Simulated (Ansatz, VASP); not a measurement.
## MgCd3O4 in VASP and in Ansatz

```
Mg Cd O
1.0
     3.30017   -4.66780    0.00000
     3.30017    4.66780    0.00000
     0.00000    0.00000    3.28626
Mg Cd O
1 3 4
Direct
  0.50000 0.50000 0.00000
  0.00000 0.00000 0.00000
  0.00000 0.50000 0.50000
  0.50000 0.00000 0.50000
  0.73593 0.26407 0.00000
  0.73162 0.73162 0.50000
  0.26838 0.26838 0.50000
  0.26407 0.73593 0.00000
```

Alike in both runs: functional PBE; k mesh 8 × 8 × 12; occupations gaussian, width 0.1 eV; no spin polarisation.

Ansatz relaxed the structure, and its values are those at the end. VASP's run is a single point on that final structure, the one shown.

```csv
,VASP,Ansatz
version,VASP 6.6.1,Ansatz 0.2.0
potentials or method,"VASP PAW PBE potentials, release 64 (Mg, Cd, O), cutoff 520 eV","scalar-relativistic, plane waves, PAW"
valence electrons in the cell,62,94
```

Ansatz gave:

| Item | Value |
| --- | --- |
| pressure (GPa) | 0.0 |
| rms of the force components (eV/Å) | 0.000 |

Question: Estimate VASP's values.

Answer: Pressure (GPa): 0.9; rms of the force components (eV/Å): 0.027.

VASP's potentials hold 62 valence electrons a cell and Ansatz's 94, so a difference there can come from the potentials and not from the codes.
